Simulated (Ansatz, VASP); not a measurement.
**Mg2SO in VASP and in Ansatz**

```
O Mg S
1.0
     3.67487    0.00000    0.00000
     0.00000    3.67487    0.00000
     0.00000    0.00000    4.88397
O Mg S
1 2 1
Direct
  0.00000 0.00000 0.00000
  0.00000 0.50000 0.81132
  0.50000 0.00000 0.18868
  0.50000 0.50000 0.50000
```

Alike in both runs: task single point; functional r2SCAN; k mesh 8 × 8 × 6; no spin polarisation.

|  | VASP | Ansatz |
| --- | --- | --- |
| version | VASP 6.6.1 | Ansatz 0.2.0 |
| potentials or method | VASP PAW PBE potentials, release 64 (O, Mg, S) | plane waves, PAW |
| plane-wave cutoff (eV) | 520 | 500 |
| occupations | gaussian, width 0.01 eV | fixed |
| valence electrons in the cell | 16 | 32 |

```tsv
	VASP	Ansatz	Ansatz less VASP
gap on the k mesh at the Fermi level (eV)	2.17	2.19	+0.019
pressure (GPa)	-0.4	0.0	+0.43
```

VASP's potentials were made for PBE, not for r2SCAN. VASP's potentials hold 16 valence electrons a cell and Ansatz's 32, so a difference there can come from the potentials and not from the codes.
